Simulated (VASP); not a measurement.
Crystal: HfC.

```
Hf C
1.0
     0.00000    2.32500    2.32500
     2.32500    0.00000    2.32500
     2.32500    2.32500    0.00000
Hf C
1 1
Direct
  0.50000 0.50000 0.50000
  0.00000 0.00000 0.00000
```

```yaml
Program: VASP 6.6.1
Task: relaxation of cell and atoms
Functional: PBEsol
Potentials_or_basis: VASP PAW PBE potentials, release 64 (Hf_pv, C)
Cutoff: 600 eV
k_mesh: 16 × 16 × 16
Occupations: fermi-dirac, width 0.05 eV
Spin: no spin polarisation
```

At the start: pressure -7.1 GPa; volume 12.57 Å³/atom.

Task: How do energy, volume and symmetry change on relaxing?

Result: Over 6 steps the energy falls by 8.2 meV/atom and the volume is 12.20 Å³/atom (-2.9 %); space group Fm-3m (No. 225, to 0.1 Å) before and after.

The path:
```csv
step,energy change (eV),largest force (eV/Å),pressure (GPa),volume (Å³)
1,0.0000,0.0000,-7.06,25.14
2,0.0372,0.0000,14.59,23.18
3,-0.0165,0.0000,-0.18,24.42
4,-0.0165,0.0000,0.05,24.40
5,-0.0165,0.0000,-0.08,24.41
6,-0.0165,0.0000,0.01,24.41
```

Final structure:
```
Hf C
1.0
     0.00000    2.30229    2.30229
     2.30229    0.00000    2.30229
     2.30229    2.30229    0.00000
Hf C
1 1
Direct
  0.50000 0.50000 0.50000
  0.00000 0.00000 0.00000
```

Caveat: the PAW data sets were made with another functional, which shifts forces and pressure a little.
